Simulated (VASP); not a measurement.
Runs of VASP 6.6.1 on BeTe. The structure is that of space group F-43m (No. 216), or close to it. The cells are those of the table. 

```tsv
task	cell	gap on the mesh (eV)	pressure (GPa)
single point	a = 3.946 Å, angles 60.0°, 2 atoms	2.27	2.8
relaxation of the atoms	atoms relaxed from a = 4.053 Å, angles 60.0°, 2 atoms	2.46	-2.0
single point	a = 4.000 Å, angles 60.0°, 2 atoms	2.37	0.2
relaxation of the atoms	atoms relaxed from a = 4.000 Å, angles 60.0°, 2 atoms	2.37	0.2
single point	a = 4.078 Å, angles 60.0°, 2 atoms	(a)	-3.0
single point	a = 4.027 Å, angles 60.0°, 2 atoms	2.42	-1.0
relaxation of the atoms	atoms relaxed from a = 3.973 Å, angles 60.0°, 2 atoms	(b)	1.4
relaxation of the atoms	atoms relaxed from a = 3.918 Å, angles 60.0°, 2 atoms	2.21	4.4
single point	a = 4.053 Å, angles 60.0°, 2 atoms	2.46	-2.0
single point	a = 3.918 Å, angles 60.0°, 2 atoms	2.21	4.4
```

Alike in all rows: level r2SCAN; potentials or basis VASP PAW PBE potentials, release 64 (Be, Te); no spin polarisation; k mesh 8 × 8 × 8; cutoff (eV) 520; smearing fermi-dirac 0.02 eV.

Problem. Estimate the missing entries.

Solution. (a) 2.50; (b) 2.32.

Caveats: the PAW data sets were made with another functional, which shifts forces and pressure a little; spin-orbit coupling is left out, which moves the levels of the heavy elements; the relaxation stopped at its first step, so nothing moved (some runs).

A k mesh can miss the band edges, and the runs leave out spin-orbit coupling on Te.
